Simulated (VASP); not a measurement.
A run of VASP 6.6.1:

The input INCAR:

```
ALGO = Normal
EDIFF = 1E-6
ENCUT = 520
GGA = PS
ISIF = 2
ISMEAR = 0
LASPH = True
LCHARG = False
LREAL = False
LWAVE = False
NBANDS = 12
NELM = 100
PREC = Accurate
SIGMA = 0.05
```

File KPOINTS:

```
k-points
0
Gamma
  8 8 8
```

POSCAR

```
LiCl
1.0
    0.0000000000      2.5006410000      2.5006410000
    2.5006410000      0.0000000000      2.5006410000
    2.5006410000      2.5006410000      0.0000000000
Li Cl
1 1
Direct
    0.0000000000      0.0000000000      0.0000000000
    0.5000000000      0.5000000000      0.5000000000
```

Potentials or basis: VASP PAW PBE potentials, release 64 (Li_sv, Cl).

Command:

```console
$ cat potpaw_PBE.64/Li_sv/POTCAR potpaw_PBE.64/Cl/POTCAR > POTCAR
$ mpirun -np 1 vasp_std > vasp.out
```

Hardware: 1 thread of Intel Xeon 8259CL (shared host).

Problem. How long does it take, and how much memory?

Solution. Run time: 20 s on 1 thread of Intel Xeon 8259CL, with other jobs on the host, peak memory 0.15 GiB. Counts: scf iterations 11, k points 29.
